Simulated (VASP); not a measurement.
Input of a VASP 6.6.1 run:

File INCAR:

```
SYSTEM = ZnRe
  ALGO = Normal
  EDIFF = 1E-7
  ENCUT = 520
  GGA = PE
  ISIF = 2
  ISMEAR = 1
  LASPH = .True.
  LCHARG = .True.
  LELF = .True.
  LREAL = .False.
  LVHAR = .True.
  LWAVE = .False.
  NBANDS = 16
  NELM = 100
  PREC = Accurate
  SIGMA = 0.05
```

Contents of KPOINTS:

```
k-points
0
Gamma
  18 18 10
  0 0 0
```

The input POSCAR:

```
ZnRe
1.0
    2.7482183437      0.0000000000      0.0000000000
   -1.3741091718      2.3800269008      0.0000000000
    0.0000000000      0.0000000000      4.4940660000
Re Zn
1 1
Direct
    0.3333333333      0.6666666667      0.5000000000
    0.0000000000      0.0000000000      0.0000000000
```

Potentials or basis: VASP PAW PBE potentials, release 64 (Re, Zn).

Launch:

```bash
$ cat potpaw_PBE.64/Re/POTCAR potpaw_PBE.64/Zn/POTCAR > POTCAR
$ mpirun -np 1 vasp_std > vasp.out
```

Task: What does it give for the pressure?

Result: -1.6 GPa.

Task: Predict the band gap on the k mesh.

Result: Zero (an odd number of electrons rules out a gap without spin polarisation).

Stress tensor (GPa, compression positive):
```
-1.56  0.00  0.00
 0.00 -1.56  0.00
 0.00  0.00 -1.69
```

Caveat: spin-orbit coupling is left out, which moves the levels of the heavy elements.
